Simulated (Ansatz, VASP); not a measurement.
**Two plane-wave programs on Ti2Co**

```
CELL_PARAMETERS angstrom
0.00000 3.36500 3.36500
3.36500 0.00000 3.36500
3.36500 3.36500 0.00000
ATOMIC_POSITIONS crystal
Ti 0.12500 0.12500 0.12500
Ti 0.62500 0.12500 0.12500
Ti 0.12500 0.12500 0.62500
Ti 0.12500 0.62500 0.12500
Co 0.50000 0.50000 0.50000
Co 0.75000 0.75000 0.75000
```

Alike in both runs: task single point; functional PBEsol; k mesh 5 × 5 × 5; occupations gaussian, width 0.4 eV; collinear spin.

```csv
,VASP,Ansatz
version,VASP 6.6.1,Ansatz 0.2.0
potentials or method,"VASP PAW PBE potentials, release 64 (Ti_sv, Co), cutoff 520 eV","scalar-relativistic, plane waves, PAW"
valence electrons in the cell,66,82
```

Ansatz gave:

| Quantity | Value |
| --- | --- |
| gap on the k mesh at the Fermi level (eV) | none |
| pressure (GPa) | 16.5 |
| net moment per atom (μB) | 0.00 |

**Question.** What did VASP give for the same quantities?

**Answer.** gap on the k mesh at the Fermi level (eV): none; pressure (GPa): 16.9; net moment per atom (μB): 0.01.

VASP's potentials were made for PBE, not for PBEsol. A gap of «none» marks a metal or a gap that the smearing closes. VASP's potentials hold 66 valence electrons a cell and Ansatz's 82, so a difference there can come from the potentials and not from the codes. Ansatz's warnings: seeded moment not kept.
